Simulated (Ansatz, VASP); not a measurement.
**SiAg in VASP and in Ansatz**

```
Si Ag
1.0
     1.50556    0.86923    4.24655
    -1.50556    0.86923    4.24655
     0.00000   -1.73847    4.24655
Si Ag
1 1
Direct
  0.00000 0.00000 0.00000
  0.50000 0.50000 0.50000
```

Alike in both runs: functional PBE; k mesh 24 × 24 × 24; occupations gaussian, width 0.1 eV; no spin polarisation.

Ansatz relaxed the structure, and its values are those at the end. VASP's run is a single point on that final structure, the one shown.

|  | VASP | Ansatz |
| --- | --- | --- |
| version | VASP 6.6.1 | Ansatz 0.2.0 |
| potentials or method | VASP PAW PBE potentials, release 64 (Si, Ag), cutoff 520 eV | scalar-relativistic, plane waves, PAW |
| valence electrons in the cell | 15 | 23 |

|  | VASP | Ansatz | Ansatz less VASP |
| --- | --- | --- | --- |
| gap on the k mesh at the Fermi level (eV) | none | none | - |
| pressure (GPa) | 0.0 | 0.0 | +0.03 |

A gap of «none» marks a metal or a gap that the smearing closes. With one functional, cell and mesh, what is left measures potentials, basis and numerics. VASP's potentials hold 15 valence electrons a cell and Ansatz's 23, so a difference there can come from the potentials and not from the codes.
